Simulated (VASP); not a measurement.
# HfSi (zincblende type) (F-43m) in VASP: a series of runs

Runs on HfSi (zincblende type). Level: LDA. Tasks: single point.

All numbers are computed with VASP 6.6.1; they aren't measurements. Logs are shortened: lines on timing, memory, paths and dates and some standing lists are left out, and cuts for length are marked.

## (1) The cell of the first run

Symmetry: F-43m, No. 216, cubic system. Conventional cell: a = 5.135 Å, b = 5.135 Å, c = 5.135 Å, α = 90.00°, β = 90.00°, γ = 90.00°. Within 2.9 Å of Hf (site symmetry -43m) lie 4 Si at 2.22 Å. Within 2.9 Å of Si (site symmetry -43m) lie 4 Hf at 2.22 Å.

## (2) Single point, LDA (volume scaled by 0.65)

INCAR

```
  PREC = Accurate
  ENCUT = 520
  EDIFF = 1E-7
  ISMEAR = -1
  SIGMA = 0.08
  LREAL = F
  LASPH = T
  NELM = 100
  ALGO = Normal
  ISIF = 2
  LWAVE = F
  LCHARG = F
  NBANDS = 14
```

KPOINTS

```
regular mesh
0
Gamma
  12 12 12
```

POSCAR

```
HfSi
1.0
    0.0000000000      2.5675418627      2.5675418627
    2.5675418627      0.0000000000      2.5675418627
    2.5675418627      2.5675418627      0.0000000000
Hf Si
1 1
Direct
    0.0000000000      0.0000000000      0.0000000000
    0.2500000000      0.2500000000      0.2500000000
```

Potentials or basis: VASP PAW LDA potentials, release 64 (Hf_pv, Si).

Launch:

```sh
> cat potpaw_LDA.64/Hf_pv/POTCAR potpaw_LDA.64/Si/POTCAR > POTCAR
> mpirun -np 1 vasp_std > vasp.out
```

OUTCAR:

```text
PREC = Accurate
   ENCUT = 520
   EDIFF = 1E-7
   ISMEAR = -1
   LREAL = F
   LASPH = T
   NELM = 100
   ISIF = 2

 ion  position               nearest neighbor table
   1  0.000  0.000  0.000-   2 2.22   2 2.22   2 2.22   2 2.22
   2  0.250  0.250  0.250-   1 2.22   1 2.22   1 2.22   1 2.22

  LATTYP: Found a face centered cubic cell.
 ALAT       =     5.1350837254

  Lattice vectors:

 A1 = (   0.0000000000,   2.5675418627,   2.5675418627)
 A2 = (   2.5675418627,   0.0000000000,   2.5675418627)
 A3 = (   2.5675418627,   2.5675418627,   0.0000000000)

Analysis of symmetry for initial positions (statically):
=====================================================================
 Subroutine PRICEL returns:
 Original cell was already a primitive cell.

 Routine SETGRP: Setting up the symmetry group for a
 face centered cubic supercell.

 Subroutine GETGRP returns: Found 24 space group operations
 (whereof 24 operations were pure point group operations)
 out of a pool of 48 trial point group operations.

The static configuration has the point symmetry T_d .

Analysis of symmetry for dynamics (positions and initial velocities):
=====================================================================
 Subroutine PRICEL returns:
 Original cell was already a primitive cell.

 Routine SETGRP: Setting up the symmetry group for a
 face centered cubic supercell.

 Subroutine GETGRP returns: Found 24 space group operations
 (whereof 24 operations were pure point group operations)
 out of a pool of 48 trial point group operations.

The dynamic configuration has the point symmetry T_d .

 Subroutine INISYM returns: Found 24 space group operations
 (whereof 24 operations are pure point group operations),
 and found     1 'primitive' translations

----------------------------------------------------------------------------------------

                                     Primitive cell

  volume of cell :      33.8519

  direct lattice vectors                    reciprocal lattice vectors
     0.000000000  2.567541863  2.567541863    -0.194738792  0.194738792  0.194738792
     2.567541863  0.000000000  2.567541863     0.194738792 -0.194738792  0.194738792
     2.567541863  2.567541863  0.000000000     0.194738792  0.194738792 -0.194738792

  length of vectors
     3.631052524  3.631052524  3.631052524     0.337297481  0.337297481  0.337297481

  position of ions in fractional coordinates (direct lattice)
     0.000000000  0.000000000  0.000000000
     0.250000000  0.250000000  0.250000000

[... 81 lines left out ...]
   NFREE  =      0    steps in history (QN), initial steepest desc. (CG)
   ISIF   =      2    stress and relaxation
   ISYM   =      2    0-nonsym 1-usesym 2-fastsym
   POTIM  = 0.5000    time-step for ionic-motion
   TEBEG  =    0.0;   TEEND  =   0.0 temperature during run
   PSTRESS=    0.0 pullay stress
   NELECT =      14.0000    total number of electrons
   NUPDOWN=      -1.0000    fix difference up-down
   EMIN   =  10.00;   EMAX   =-10.00  energy-range for DOS
   EFERMI =   0.00;   METHOD = LEGACY
   ISMEAR =    -1;   SIGMA  =   0.08  broadening in eV -4-tet -1-fermi 0-gaus
   EFERMI_NEDOS =   21; number of points for ismear=-14 and -15
   IALGO  =     38    algorithm
   IMIX   =      4    mixing-type and parameters
     AMIX     =   0.40;   BMIX     =  1.00
     AMIX_MAG =   1.60;   BMIX_MAG =  1.00
  volume/ion in A,a.u.               =      16.93       114.22
  Fermi-wavevector in a.u.,A,eV,Ry     =   1.219710  2.304918 20.241291  1.487693
  Thomas-Fermi vector in A             =   2.354953
   LORBIT       =      0    0 simple, 1 ext, 2 COOP (PROOUT), +10 PAW based schemes
   GGA     = CA    functional components
   LHFCALC =     F    Hartree Fock is set to
   AEXX    =    0.0000 exact exchange contribution
   IVDW    =     0    specifies the selected vdW correction
   LEPSILON=     F    determine dielectric tensor
   LRPA    =     F    only Hartree local field effects (RPA)
 non-spin polarized calculation
  energy-cutoff  :      520.00
  volume of cell :       33.85
 maximum number of plane-waves:       941
   NGX = 13   NGY = 13   NGZ = 13

 number of electron      14.0000002 magnetization

 Free energy of the ion-electron system (eV)
  ---------------------------------------------------
  ext. energy  EPLUGINS =         0.00000000
  ---------------------------------------------------
  free energy    TOTEN  =       -12.79855879 eV

  energy without entropy =      -12.78345272  energy(sigma->0) =      -12.79100575

 E-fermi :   6.4061     XC(G=0): -11.4559

 val. band max:        6.3562929698   @ k =  -0.4167   0.5000   0.0833
 cond. band min:       6.4445495709   @ k =   0.4167   0.3333   0.0833
 fundamental gap:      0.0882566011
 Fermi energy:         6.4060741689

 k-point     1 :       0.0000    0.0000    0.0000
  band No.  band energies     occupation
      1     -23.2818      2.00000
      2     -23.2818      2.00000
      3     -23.2818      2.00000
      4      -3.8009      2.00000
      5       4.1125      2.00000
      6       4.1125      2.00000
      7       4.1125      2.00000
      8       8.0479      0.00000
      9       8.0479      0.00000
     10      12.9880      0.00000
     11      14.7585      0.00000
     12      14.7585      0.00000
     13      14.7585      0.00000
     14      19.5977      0.00000
[... 377 lines left out ...]
      1     -23.5599      2.00000
      2     -23.3782      2.00000
      3     -23.3350      2.00000
      4      -0.8987      2.00000
      5       3.0539      2.00000
      6       4.0837      2.00000
      7       5.0303      2.00000
      8       8.2153      0.00000
      9       8.6042      0.00000
     10       9.8492      0.00000
     11      13.1476      0.00000
     12      13.6351      0.00000
     13      14.6312      0.00000
     14      19.2514      0.00000

 [... further k-points ...]
[... 5 lines left out ...]
  --------------------------------------------------------------------------------------
  -------------------------------------------------------------------------------------
  Total       13.3094913     13.3094913     13.3094913      0.0000000      0.0000000      0.0000000
  in kB      629.9258706    629.9258706    629.9258706      0.0000000      0.0000000      0.0000000
  external PRESSURE =     629.9258706 kB  Pullay stress =       0.0000000 kB

 VOLUME and BASIS-vectors are now :
 -----------------------------------------------------------------------------
  energy-cutoff  :      520.00
  volume of cell :       33.85
      direct lattice vectors                 reciprocal lattice vectors
     0.000000000  2.567541863  2.567541863    -0.194738792  0.194738792  0.194738792
     2.567541863  0.000000000  2.567541863     0.194738792 -0.194738792  0.194738792
     2.567541863  2.567541863  0.000000000     0.194738792  0.194738792 -0.194738792

 POSITION                                       TOTAL-FORCE (eV/Angst)
 -----------------------------------------------------------------------------------
      0.00000      0.00000      0.00000        -0.000000      0.000000      0.000000
      1.28377      1.28377      1.28377         0.000000     -0.000000     -0.000000
 -----------------------------------------------------------------------------------
    total drift:                                0.000000      0.000000      0.000000

  FREE ENERGIE OF THE ION-ELECTRON SYSTEM (eV)
  ---------------------------------------------------
  free  energy   TOTEN  =       -12.7985587892 eV

  energy  without entropy=      -12.7834527201  energy(sigma->0) =      -12.79100575
```

OSZICAR:

```text
N       E                     dE             d eps       ncg     rms          rms(c)
DAV:   1     0.321222211697E+02    0.32122E+02   -0.70262E+03  2016   0.910E+02
DAV:   2    -0.123401076974E+02   -0.44462E+02   -0.41761E+02  2558   0.190E+02
DAV:   3    -0.136079056249E+02   -0.12678E+01   -0.12601E+01  2664   0.231E+01
DAV:   4    -0.136183793721E+02   -0.10474E-01   -0.10473E-01  2484   0.264E+00
DAV:   5    -0.136185148925E+02   -0.13552E-03   -0.13552E-03  2700   0.284E-01    0.646E+01
DAV:   6    -0.128779699088E+02    0.74054E+00   -0.12599E+00  2298   0.591E+00    0.365E+01
DAV:   7    -0.128189541680E+02    0.59016E-01   -0.51838E-01  2622   0.403E+00    0.425E+00
DAV:   8    -0.127984577946E+02    0.20496E-01   -0.85041E-02  2256   0.177E+00    0.609E-01
DAV:   9    -0.127985803741E+02   -0.12258E-03   -0.28582E-03  2670   0.412E-01    0.123E-01
DAV:  10    -0.127985627249E+02    0.17649E-04   -0.17037E-04  2478   0.887E-02    0.779E-02
DAV:  11    -0.127985592701E+02    0.34548E-05   -0.16715E-05  2610   0.258E-02    0.202E-02
DAV:  12    -0.127985587930E+02    0.47709E-06   -0.20852E-06  2526   0.941E-03    0.372E-03
DAV:  13    -0.127985587892E+02    0.38176E-08   -0.60215E-08  1884   0.188E-03
   1 F= -.12798559E+02 E0= -.12791006E+02  d E =-.151061E-01
```

It took 37 s on 1 thread of AMD EPYC 7R13 (Zen 3), shared host; peak memory 0.13 GiB.

What came out:

```
Free energy            : -12.7986 eV
Pressure               : 63.0 GPa
Band gap on the k mesh : zero (band 7 reaches 7.09 eV, above the bottom of band 8 at 5.85 eV)
```

Caveat: spin-orbit coupling is left out, which moves the levels of the heavy elements.

## (3) Single point, LDA (volume scaled by 0.75)

INCAR

```
PREC = Accurate ; ENCUT = 520
EDIFF = 1E-6 ; ISMEAR = -1
SIGMA = 0.08 ; LREAL = False
LASPH = True ; NELM = 80
ALGO = Normal ; ISIF = 2
LWAVE = False ; LCHARG = False
NBANDS = 14
```

KPOINTS

```
Automatic mesh
0
Gamma
  12 12 12
```

POSCAR

```
HfSi
1.0
    0.0000000000      2.6929823203      2.6929823203
    2.6929823203      0.0000000000      2.6929823203
    2.6929823203      2.6929823203      0.0000000000
Hf Si
1 1
Direct
    0.0000000000      0.0000000000      0.0000000000
    0.2500000000      0.2500000000      0.2500000000
```

Potentials or basis: VASP PAW LDA potentials, release 64 (Hf_pv, Si).

Launch:

```sh
> cat potpaw_LDA.64/Hf_pv/POTCAR potpaw_LDA.64/Si/POTCAR > POTCAR
> mpirun -np 1 vasp_std > vasp.out
```

OUTCAR:

```text
PREC = Accurate
   ENCUT = 520
   EDIFF = 1E-6
   ISMEAR = -1
   LREAL = False
   LASPH = True
   NELM = 80
   ISIF = 2

 ion  position               nearest neighbor table
   1  0.000  0.000  0.000-   2 2.33   2 2.33   2 2.33   2 2.33
   2  0.250  0.250  0.250-   1 2.33   1 2.33   1 2.33   1 2.33

  LATTYP: Found a face centered cubic cell.
 ALAT       =     5.3859646406

  Lattice vectors:

 A1 = (   0.0000000000,   2.6929823203,   2.6929823203)
 A2 = (   2.6929823203,   0.0000000000,   2.6929823203)
 A3 = (   2.6929823203,   2.6929823203,   0.0000000000)

Analysis of symmetry for initial positions (statically):
=====================================================================
 Subroutine PRICEL returns:
 Original cell was already a primitive cell.

 Routine SETGRP: Setting up the symmetry group for a
 face centered cubic supercell.

 Subroutine GETGRP returns: Found 24 space group operations
 (whereof 24 operations were pure point group operations)
 out of a pool of 48 trial point group operations.

The static configuration has the point symmetry T_d .

[... 171 lines left out ...]
      4      -4.4552      2.00000
      5       3.1806      2.00000
      6       3.1806      2.00000
      7       3.1806      2.00000
      8       6.8293      0.00000
      9       6.8293      0.00000
     10      10.8927      0.00000
     11      13.0451      0.00000
     12      13.0451      0.00000
     13      13.0451      0.00000
     14      17.3694      0.00000
[... 377 lines left out ...]
      1     -24.9530      2.00000
      2     -24.8506      2.00000
      3     -24.8263      2.00000
      4      -1.9969      2.00000
      5       2.0090      2.00000
      6       3.1450      2.00000
      7       3.9797      2.00000
      8       6.7449      0.00000
      9       7.2392      0.00000
     10       8.1512      0.00000
     11      11.1223      0.00000
     12      11.5471      0.00000
     13      12.7376      0.00000
     14      16.7908      0.00000

 [... further k-points ...]

------------------------ aborting loop because EDIFF is reached ----------------------------------------

  FORCE on cell =-STRESS in cart. coord.  units (eV):
  Direction    XX          YY          ZZ          XY          YZ          ZX
  --------------------------------------------------------------------------------------
  -------------------------------------------------------------------------------------
  Total        8.1147738      8.1147738      8.1147738      0.0000000      0.0000000     -0.0000000
  in kB      332.8560823    332.8560823    332.8560823      0.0000000      0.0000000     -0.0000000
  external PRESSURE =     332.8560823 kB  Pullay stress =       0.0000000 kB

 VOLUME and BASIS-vectors are now :
 -----------------------------------------------------------------------------
  energy-cutoff  :      520.00
  volume of cell :       39.06
      direct lattice vectors                 reciprocal lattice vectors
     0.000000000  2.692982320  2.692982320    -0.185667762  0.185667762  0.185667762
     2.692982320  0.000000000  2.692982320     0.185667762 -0.185667762  0.185667762
     2.692982320  2.692982320  0.000000000     0.185667762  0.185667762 -0.185667762

 POSITION                                       TOTAL-FORCE (eV/Angst)
 -----------------------------------------------------------------------------------
      0.00000      0.00000      0.00000        -0.000000     -0.000000     -0.000000
      1.34649      1.34649      1.34649         0.000000      0.000000      0.000000
 -----------------------------------------------------------------------------------
    total drift:                                0.000000      0.000000      0.000000

  FREE ENERGIE OF THE ION-ELECTRON SYSTEM (eV)
  ---------------------------------------------------
  free  energy   TOTEN  =       -14.3216467951 eV

  energy  without entropy=      -14.3024604996  energy(sigma->0) =      -14.31205365
```

OSZICAR:

```text
N       E                     dE             d eps       ncg     rms          rms(c)
DAV:   1     0.295073399698E+02    0.29507E+02   -0.70523E+03  2016   0.895E+02
DAV:   2    -0.140543910257E+02   -0.43562E+02   -0.41092E+02  2572   0.184E+02
DAV:   3    -0.153640243419E+02   -0.13096E+01   -0.13024E+01  2670   0.231E+01
DAV:   4    -0.153762260448E+02   -0.12202E-01   -0.12200E-01  2394   0.283E+00
DAV:   5    -0.153764083540E+02   -0.18231E-03   -0.18230E-03  2712   0.327E-01    0.573E+01
DAV:   6    -0.143823217348E+02    0.99409E+00   -0.21661E+00  2202   0.698E+00    0.320E+01
DAV:   7    -0.143423053631E+02    0.40016E-01   -0.53132E-01  2640   0.400E+00    0.521E+00
DAV:   8    -0.143214866035E+02    0.20819E-01   -0.87281E-02  2214   0.166E+00    0.342E-01
DAV:   9    -0.143216550973E+02   -0.16849E-03   -0.30429E-03  2652   0.421E-01    0.119E-01
DAV:  10    -0.143216489323E+02    0.61650E-05   -0.11691E-04  2502   0.684E-02    0.753E-02
DAV:  11    -0.143216471283E+02    0.18040E-05   -0.13861E-05  2544   0.196E-02    0.153E-02
DAV:  12    -0.143216467951E+02    0.33324E-06   -0.10722E-06  1772   0.573E-03
   1 F= -.14321647E+02 E0= -.14312054E+02  d E =-.191863E-01
```

stdout:

```text
POSCAR found type information on POSCAR HfSi
 POSCAR found :  2 types and       2 ions
 scaLAPACK will be used
 LDA part: xc-table for (Slater(with rela. corr.)+CA(PZ))
 , standard interpolation
 POSCAR, INCAR and KPOINTS ok, starting setup
 FFT: planning ... GRIDC
 FFT: planning ... GRID_SOFT
 FFT: planning ... GRID
 WAVECAR not read
 entering main loop
```

Run time: 42 s. Hardware: 1 thread of AMD EPYC 7R13 (Zen 3), shared host; peak memory 0.13 GiB.

Results:

| Quantity | Value |
| --- | --- |
| Free energy | -14.3216 eV |
| Pressure | 33.3 GPa |
| Band gap on the k mesh | zero (band 7 reaches 5.50 eV, above the bottom of band 8 at 4.66 eV) |

Caveat: spin-orbit coupling is left out, which moves the levels of the heavy elements.

## (4) Single point, LDA (volume scaled by 0.85)

INCAR

```
SYSTEM = HfSi
ALGO = Normal
EDIFF = 1E-6
ENCUT = 520
ISIF = 2
ISMEAR = -1
LASPH = .True.
LCHARG = .False.
LREAL = .False.
LWAVE = .False.
NBANDS = 14
NELM = 60
PREC = Accurate
SIGMA = 0.08
```

KPOINTS

```
k-points
0
Gamma
  12 12 12
  0 0 0
```

POSCAR

```
HfSi
1.0
    0.0000000000      2.8077130658      2.8077130658
    2.8077130658      0.0000000000      2.8077130658
    2.8077130658      2.8077130658      0.0000000000
Hf Si
1 1
Direct
    0.0000000000      0.0000000000      0.0000000000
    0.2500000000      0.2500000000      0.2500000000
```

Launch:

```sh
> cat potpaw_LDA.64/Hf_pv/POTCAR potpaw_LDA.64/Si/POTCAR > POTCAR
> mpirun -np 1 vasp_std > vasp.out
```

Wall time 45 s (1 thread of AMD EPYC 7R13 (Zen 3), shared host); peak memory 0.15 GiB.

Results (log left out):

* Free energy: -15.0892 eV
* Pressure: 15.3 GPa
* Band gap on the k mesh: zero (band 7 reaches 4.32 eV, above the bottom of band 8 at 3.95 eV)

Levels at points of the mesh, in eV from the Fermi level:
| k point | band 5 | band 6 | band 7 | band 8 | band 9 | band 10 |
| --- | --- | --- | --- | --- | --- | --- |
| (0.00, 0.00, 0.00) | -1.65 | -1.65 | -1.65 | 1.72 | 1.72 | 5.12 |
| (0.50, 0.00, 0.00) | -3.07 | -1.25 | -1.25 | 2.27 | 2.47 | 2.47 |
| (0.50, 0.50, 0.00) | -3.81 | -0.27 | 0.21 | 0.21 | 1.92 | 3.25 |

Caveat: spin-orbit coupling is left out, which moves the levels of the heavy elements.

## (5) Single point, LDA (volume scaled by 0.85)

INCAR

```
  PREC = Accurate
  ENCUT = 520
  EDIFF = 1E-7
  ISMEAR = -1
  SIGMA = 0.08
  LREAL = False
  LASPH = True
  NELM = 80
  ALGO = Normal
  ISIF = 2
  LWAVE = False
  LCHARG = False
  NBANDS = 14
```

KPOINTS

```
regular mesh
0
Gamma
  12 12 12
```

POSCAR is that of step 4.

Launch:

```sh
> cat potpaw_LDA.64/Hf_pv/POTCAR potpaw_LDA.64/Si/POTCAR > POTCAR
> mpirun -np 1 vasp_std > vasp.out
```

Run time: 44 s. Hardware: 1 thread of AMD EPYC 7R13 (Zen 3), shared host; peak memory 0.15 GiB.

The run converged. Its results:

| Item | Value |
| --- | --- |
| Free energy | -15.0892 eV |
| Pressure | 15.3 GPa |
| Band gap on the k mesh | zero (band 7 reaches 4.32 eV, above the bottom of band 8 at 3.95 eV) |

Levels at points of the mesh, in eV from the Fermi level:
| k point | band 4 | band 5 | band 6 | band 7 | band 8 | band 9 | band 10 | band 11 |
| --- | --- | --- | --- | --- | --- | --- | --- | --- |
| (0.00, 0.00, 0.00) | -9.02 | -1.65 | -1.65 | -1.65 | 1.72 | 1.72 | 5.12 | 7.56 |
| (0.50, 0.00, 0.00) | -7.12 | -3.07 | -1.25 | -1.25 | 2.27 | 2.47 | 2.47 | 5.37 |
| (0.50, 0.50, 0.00) | -6.30 | -3.81 | -0.27 | 0.21 | 0.21 | 1.92 | 3.25 | 3.46 |

Caveat: spin-orbit coupling is left out, which moves the levels of the heavy elements.

(Continued in part 2 of 2.)
